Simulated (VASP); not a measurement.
# Yb (Fm-3m) in VASP: notebook

Yb is run at these levels: PBE, LDA; tasks: electric field gradients.

All numbers are computed with VASP 6.6.1; they aren't measurements. Logs are shortened: lines on timing, memory, paths and dates and some standing lists are left out, and cuts for length are marked.

**1. The cell of the first run**

It takes space group Fm-3m (No. 225, cubic). Conventional cell: a = 5.558 Å, b = 5.558 Å, c = 5.558 Å, α = 90.00°, β = 90.00°, γ = 90.00°. Yb (site symmetry m-3m) has 12 Yb at 3.93 Å within 5.2 Å.

**2. Electric field gradients, PBE (42.93 Å³/atom)**

INCAR reads:

```
PREC = Accurate
ENCUT = 520
EDIFF = 1E-8
ISMEAR = -1
SIGMA = 0.05
LREAL = F
LASPH = T
NELM = 60
ALGO = Normal
ISIF = 2
LWAVE = F
LCHARG = F
GGA = PE
LEFG = T
NBANDS = 18
```

KPOINTS reads:

```
Automatic mesh
0
Gamma
  12 12 12
```

POSCAR reads:

```
Yb
1.0
    0.0000000000      2.7791975606      2.7791975606
    2.7791975606      0.0000000000      2.7791975606
    2.7791975606      2.7791975606      0.0000000000
Yb
1
Direct
    0.0000000000      0.0000000000      0.0000000000
```

Potentials or basis: VASP PAW PBE potentials, release 64 (Yb).

On the command line:

```bash
> cat potpaw_PBE.64/Yb/POTCAR > POTCAR
> mpirun -np 1 vasp_std > vasp.out
```

OUTCAR:

```text
PREC = Accurate
   ENCUT = 520
   EDIFF = 1E-8
   ISMEAR = -1
   LREAL = F
   LASPH = T
   NELM = 60
   ISIF = 2
   GGA = PE

 ion  position               nearest neighbor table
   1  0.000  0.000  0.000-

  LATTYP: Found a face centered cubic cell.
 ALAT       =     5.5583951212

  Lattice vectors:

 A1 = (   0.0000000000,   2.7791975606,   2.7791975606)
 A2 = (   2.7791975606,   0.0000000000,   2.7791975606)
 A3 = (   2.7791975606,   2.7791975606,   0.0000000000)

Analysis of symmetry for initial positions (statically):
=====================================================================
 Subroutine PRICEL returns:
 Original cell was already a primitive cell.

 Routine SETGRP: Setting up the symmetry group for a
 face centered cubic supercell.

 Subroutine GETGRP returns: Found 48 space group operations
 (whereof 48 operations were pure point group operations)
 out of a pool of 48 trial point group operations.

The static configuration has the point symmetry O_h .

Analysis of symmetry for dynamics (positions and initial velocities):
=====================================================================
 Subroutine PRICEL returns:
 Original cell was already a primitive cell.

 Routine SETGRP: Setting up the symmetry group for a
 face centered cubic supercell.

 Subroutine GETGRP returns: Found 48 space group operations
 (whereof 48 operations were pure point group operations)
 out of a pool of 48 trial point group operations.

The dynamic configuration has the point symmetry O_h .

 Subroutine INISYM returns: Found 48 space group operations
 (whereof 48 operations are pure point group operations),
 and found     1 'primitive' translations

----------------------------------------------------------------------------------------

                                     Primitive cell

  volume of cell :      42.9327

  direct lattice vectors                    reciprocal lattice vectors
     0.000000000  2.779197561  2.779197561    -0.179908045  0.179908045  0.179908045
     2.779197561  0.000000000  2.779197561     0.179908045 -0.179908045  0.179908045
     2.779197561  2.779197561  0.000000000     0.179908045  0.179908045 -0.179908045

  length of vectors
[... 99 lines left out ...]
     AMIX     =   0.40;   BMIX     =  1.00
     AMIX_MAG =   1.60;   BMIX_MAG =  1.00
  volume/ion in A,a.u.               =      42.93       289.72
  Fermi-wavevector in a.u.,A,eV,Ry     =   1.348598  2.548481 24.745139  1.818716
  Thomas-Fermi vector in A             =   2.476254
   LORBIT       =      0    0 simple, 1 ext, 2 COOP (PROOUT), +10 PAW based schemes
   GGA     = PE    functional components
[... 5 lines left out ...]
 non-spin polarized calculation
  energy-cutoff  :      520.00
  volume of cell :       42.93
 maximum number of plane-waves:      1185
 NGX is ok and might be reduce to    30
   NGX = 15   NGY = 15   NGZ = 15

 number of electron      24.0000012 magnetization

 Free energy of the ion-electron system (eV)
  ---------------------------------------------------
  ext. energy  EPLUGINS =         0.00000000
  ---------------------------------------------------
  free energy    TOTEN  =        -3.49708100 eV

  energy without entropy =       -3.47865433  energy(sigma->0) =       -3.48786767

 E-fermi :   1.0480     XC(G=0):  -8.6979

 val. band max:        1.0462340745   @ k =  -0.4167   0.2500   0.0000
 cond. band min:       1.0636241756   @ k =  -0.3333   0.3333   0.1667
 fundamental gap:      0.0173901011
 Fermi energy:         1.0479760438

 k-point     1 :       0.0000    0.0000    0.0000
  band No.  band energies     occupation
      1     -50.8211      2.00000
      2     -23.0999      2.00000
      3     -23.0999      2.00000
      4     -23.0999      2.00000
      5      -3.7191      2.00000
      6       0.6321      1.99951
[... 481 lines left out ...]
      5      -0.2090      2.00000
      6       0.6518      1.99928
[... 10 lines left out ...]
     17       6.4282      0.00000
     18       7.3682      0.00000

 [... further k-points ...]
[... 5 lines left out ...]
  --------------------------------------------------------------------------------------
  -------------------------------------------------------------------------------------
  Total       -0.7550027     -0.7550027     -0.7550027      0.0000000     -0.0000000      0.0000000
  in kB      -28.1754495    -28.1754495    -28.1754495      0.0000000     -0.0000000      0.0000000
  external PRESSURE =     -28.1754495 kB  Pullay stress =       0.0000000 kB

 VOLUME and BASIS-vectors are now :
 -----------------------------------------------------------------------------
  energy-cutoff  :      520.00
  volume of cell :       42.93
      direct lattice vectors                 reciprocal lattice vectors
     0.000000000  2.779197561  2.779197561    -0.179908045  0.179908045  0.179908045
     2.779197561  0.000000000  2.779197561     0.179908045 -0.179908045  0.179908045
     2.779197561  2.779197561  0.000000000     0.179908045  0.179908045 -0.179908045

 POSITION                                       TOTAL-FORCE (eV/Angst)
 -----------------------------------------------------------------------------------
      0.00000      0.00000      0.00000        -0.000000     -0.000000     -0.000000
 -----------------------------------------------------------------------------------
    total drift:                               -0.000000     -0.000000      0.000000

  FREE ENERGIE OF THE ION-ELECTRON SYSTEM (eV)
  ---------------------------------------------------
  free  energy   TOTEN  =        -3.4970810045 eV

  energy  without entropy=       -3.4786543344  energy(sigma->0) =       -3.48786767

 Electric field gradients (V/A^2)
---------------------------------------------------------------------
 ion       V_xx      V_yy      V_zz      V_xy      V_xz      V_yz
---------------------------------------------------------------------
   1      -0.000     0.000    -0.000     0.004     0.004     0.004
---------------------------------------------------------------------

 Electric field gradients after diagonalization (V/A^2)
 (convention: |V_zz| > |V_xx| > |V_yy|)
----------------------------------------------------------------------
 ion       V_xx      V_yy      V_zz     asymmetry (V_yy - V_xx)/ V_zz
----------------------------------------------------------------------
   1      -0.004    -0.004     0.007       0.000
----------------------------------------------------------------------

           NMR quadrupolar parameters

 Cq : quadrupolar parameter    Cq=e*Q*V_zz/h
 eta: asymmetry parameters     (V_yy - V_xx)/ V_zz
 Q  : nuclear electric quadrupole moment in mb (millibarn)
----------------------------------------------------------------------
 ion       Cq(MHz)       eta       Q (mb)
----------------------------------------------------------------------
   1       0.000       0.000       1.000
----------------------------------------------------------------------
```

OSZICAR:

```text
N       E                     dE             d eps       ncg     rms          rms(c)
DAV:   1     0.128305890667E+03    0.12831E+03   -0.87019E+03  3290   0.900E+03
DAV:   2     0.134763218918E+02   -0.11483E+03   -0.11117E+03  3338   0.571E+02
DAV:   3    -0.136780707587E+01   -0.14844E+02   -0.14676E+02  3854   0.118E+02
[... 17 lines left out ...]
DAV:  21    -0.349708167939E+01    0.20168E-05   -0.55525E-06  5138   0.494E-02    0.324E-02
DAV:  22    -0.349708173753E+01   -0.58139E-07   -0.49676E-07  4058   0.728E-03    0.162E-02
DAV:  23    -0.349708094757E+01    0.78996E-06   -0.96993E-07  3932   0.311E-02    0.929E-03
DAV:  24    -0.349708095073E+01   -0.31678E-08   -0.27790E-07  4226   0.162E-02    0.373E-04
DAV:  25    -0.349708099520E+01   -0.44462E-07   -0.16988E-08  3128   0.119E-03    0.690E-04
DAV:  26    -0.349708100446E+01   -0.92605E-08   -0.23562E-09  1798   0.147E-03
   1 F= -.34970810E+01 E0= -.34878677E+01  d E =-.184267E-01
```

stdout:

```text
POSCAR found type information on POSCAR Yb
 POSCAR found :  1 types and       1 ions
 scaLAPACK will be used
 LDA part: xc-table for (Slater+PW92), standard interpolation
 POSCAR, INCAR and KPOINTS ok, starting setup
 FFT: planning ... GRIDC
 FFT: planning ... GRID_SOFT
 FFT: planning ... GRID
 WAVECAR not read
 entering main loop
ion   1
```

Run time: 3.4 min. Hardware: 1 thread of Intel Xeon 8259CL, shared host; peak memory 0.22 GiB.

Results:

```yaml
Free_energy: -3.4971 eV
Pressure: -2.8 GPa
Band_gap_on_the_k_mesh: zero (bands 12 and 13 overlap by 0.10 eV)
Largest_electric_field_gradient_by_atom: under 0.05 V/Å² on every atom
```

Caveat: spin-orbit coupling is left out, which moves the levels of the heavy elements. Spin polarisation is off, so any magnetic state and its effect on volume and gap are missing.

**3. Electric field gradients, LDA**

This run uses another cell than the first one, of 41.28 Å³/atom.

INCAR reads:

```
ALGO = Normal
EDIFF = 1E-8
ENCUT = 520
GGA = CA
ISIF = 2
ISMEAR = -1
LASPH = True
LCHARG = False
LEFG = True
LREAL = False
LWAVE = False
NBANDS = 18
NELM = 80
PREC = Accurate
SIGMA = 0.05
```

KPOINTS reads:

```
k-points
0
Gamma
  12 12 12
```

POSCAR reads:

```
Yb
1.0
    0.0000000000      2.7431000000      2.7431000000
    2.7431000000      0.0000000000      2.7431000000
    2.7431000000      2.7431000000      0.0000000000
Yb
1
Direct
    0.0000000000      0.0000000000      0.0000000000
```

Potentials or basis: VASP PAW PBE potentials, release 64 (Yb).

On the command line:

```bash
> cat potpaw_PBE.64/Yb/POTCAR > POTCAR
> mpirun -np 1 vasp_std > vasp.out
```

OUTCAR:

```text
EDIFF = 1E-8
   ENCUT = 520
   GGA = CA
   ISIF = 2
   ISMEAR = -1
   LASPH = True
   LREAL = False
   NELM = 80
   PREC = Accurate

 ion  position               nearest neighbor table
   1  0.000  0.000  0.000-

  LATTYP: Found a face centered cubic cell.
 ALAT       =     5.4862000000

  Lattice vectors:

 A1 = (   0.0000000000,   2.7431000000,   2.7431000000)
 A2 = (   2.7431000000,   0.0000000000,   2.7431000000)
[... 710 lines left out ...]
    total drift:                                0.000000      0.000000      0.000000

  FREE ENERGIE OF THE ION-ELECTRON SYSTEM (eV)
  ---------------------------------------------------
  free  energy   TOTEN  =        -3.9657373969 eV

  energy  without entropy=       -3.9526081933  energy(sigma->0) =       -3.95917280

 Electric field gradients (V/A^2)
---------------------------------------------------------------------
 ion       V_xx      V_yy      V_zz      V_xy      V_xz      V_yz
---------------------------------------------------------------------
   1      -0.000     0.000    -0.000     0.003     0.003     0.003
---------------------------------------------------------------------

 Electric field gradients after diagonalization (V/A^2)
 (convention: |V_zz| > |V_xx| > |V_yy|)
----------------------------------------------------------------------
 ion       V_xx      V_yy      V_zz     asymmetry (V_yy - V_xx)/ V_zz
----------------------------------------------------------------------
   1      -0.003    -0.003     0.006       0.000
----------------------------------------------------------------------

           NMR quadrupolar parameters

 Cq : quadrupolar parameter    Cq=e*Q*V_zz/h
 eta: asymmetry parameters     (V_yy - V_xx)/ V_zz
 Q  : nuclear electric quadrupole moment in mb (millibarn)
----------------------------------------------------------------------
 ion       Cq(MHz)       eta       Q (mb)
----------------------------------------------------------------------
   1       0.000       0.000       1.000
----------------------------------------------------------------------
```

It took 3.1 min on 1 thread of Intel Xeon Platinum 8488C (Sapphire Rapids), shared host; peak memory 0.2 GiB.

Results:

| Item | Value |
| --- | --- |
| Free energy | -3.9657 eV |
| Pressure | -4.7 GPa |
| Band gap on the k mesh | zero (bands 12 and 13 overlap by 0.03 eV) |
| Largest electric field gradient by atom | under 0.05 V/Å² on every atom |

Levels at points of the mesh, in eV from the Fermi level:
```tsv
k point	band 8	band 9	band 10	band 11	band 12	band 13	band 14	band 15	band 16	band 17
(0.00, 0.00, 0.00)	-0.39	-0.39	-0.31	-0.31	-0.31	2.59	2.59	2.59	4.40	4.40
(0.50, 0.00, 0.00)	-0.39	-0.39	-0.32	-0.32	-0.30	0.20	2.41	2.41	5.73	5.73
(0.50, 0.50, 0.00)	-0.39	-0.38	-0.35	-0.33	-0.33	0.21	1.36	5.74	6.11	6.12
```

Caveat: the cell stands under tension; the PAW data sets were made with another functional, which shifts forces and pressure a little; spin-orbit coupling is left out, which moves the levels of the heavy elements. Spin polarisation is off, so any magnetic state and its effect on volume and gap are missing.

The gap in the log of VASP goes by the Fermi energy; the results here count the filled bands.